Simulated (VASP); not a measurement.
Co: single point with PBE

Crystal: Co.

```xyz
2
Lattice="2.4922 0.0000 0.0000 -1.2461 2.1583 0.0000 0.0000 0.0000 4.0334" Properties=species:S:1:pos:R:3 pbc="T T T"
Co    0.0000    1.4389    1.0083
Co    1.2461    0.7194    3.0250
```

```json
{"Program": "VASP 6.6.1", "Task": "single point", "Functional": "PBE", "Potentials or basis": "VASP PAW PBE potentials, release 64 (Co)", "Cutoff": "520 eV", "k mesh": "18 × 18 × 10", "Occupations": "gaussian, width 0.1 eV", "Spin": "collinear spin, ferromagnetic start", "Starting moments": "[1.95, 1.95] μB"}
```

- Pressure: -0.7 GPa
- Net moment: 3.19 μB per cell
- Site moments: Co +1.61 μB
- Valence electrons inside the program's atomic spheres: Co 8.27

Stress tensor (GPa, compression positive):
```
-0.65  0.00  0.00
 0.00 -0.65  0.00
 0.00  0.00 -0.77
```

Levels at points of the mesh, in eV from the Fermi level:
Spin up:
```csv
k point,band 7,band 8,band 9,band 10,band 11,band 12,band 13,band 14,band 15,band 16
"(0.00, 0.00, 0.00)",-2.27,-1.93,-1.93,-0.83,-0.83,-0.07,6.35,21.99,24.56,24.56
"(0.50, 0.00, 0.00)",-2.18,-0.69,-0.61,-0.54,1.31,3.32,9.69,10.34,12.74,13.96
"(0.00, 0.00, 0.50)",-2.65,-2.65,-1.14,-1.14,-1.14,-1.14,15.01,15.01,22.72,22.72
"(0.50, 0.00, 0.50)",-1.06,-1.06,-0.60,-0.60,1.61,1.61,7.27,7.27,18.36,18.36
```
Spin down:
```csv
k point,band 4,band 5,band 6,band 7,band 8,band 9,band 10,band 11
"(0.00, 0.00, 0.00)",-0.96,-0.96,-0.60,-0.60,-0.17,-0.17,-0.15,1.05
"(0.50, 0.00, 0.00)",-1.85,-1.11,-1.03,-0.62,1.17,1.31,1.34,2.53
"(0.00, 0.00, 0.50)",-1.54,-1.02,-1.02,-1.02,-1.02,0.71,0.71,0.71
"(0.50, 0.00, 0.50)",-2.37,-0.06,-0.06,0.25,0.25,1.27,1.27,2.20
```

It took 5.6 min on 1 thread of Intel Xeon 8259CL, on a shared host, peak memory 0.25 GiB.
